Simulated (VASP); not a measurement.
A run of VASP 6.6.1 is set up as follows.

INCAR

```
SYSTEM = C
ALGO     = Normal         ! electronic algorithm
EDIFF    = 1E-6           ! SCF threshold, eV
ENCUT    = 520            ! plane-wave cutoff, eV
GGA      = PE             ! functional
ISIF     = 2              ! what is computed and relaxed
ISMEAR   = 0              ! smearing method
IVDW     = 12             ! dispersion correction
LASPH    = .TRUE.         ! aspherical terms in the spheres
LCHARG   = .FALSE.        ! write CHGCAR
LREAL    = .FALSE.        ! projectors in reciprocal space
LWAVE    = .FALSE.        ! write WAVECAR
NBANDS   = 11             ! bands
NELM     = 100            ! most SCF steps
PREC     = Accurate       ! precision mode
SIGMA    = 0.15           ! smearing width, eV
```

The input KPOINTS:

```
k-points
0
G
  21 21 12
  0 0 0
```

The input POSCAR:

```
C
1.0
    2.4235002309      0.0000000000      0.0000000000
   -1.2117501155      2.0988127660      0.0000000000
    0.0000000000      0.0000000000      3.5123178780
C
2
Direct
    0.3333333333      0.6666666667      0.0000000000
    0.6666666667      0.3333333333      0.0000000000
```

Potentials or basis: VASP PAW PBE potentials, release 64 (C).

Run with:

```console
$ cat potpaw_PBE.64/C/POTCAR > POTCAR
$ mpirun -np 1 vasp_std > vasp.out
```

Problem. What does it give for the pressure?

Solution. 15.8 GPa.

Problem. What does it give for the dispersion energy per atom?

Solution. -0.147 eV.

Stress tensor (GPa, compression positive):
```
23.60  0.00  0.00
 0.00 23.60  0.00
 0.00  0.00  0.35
```
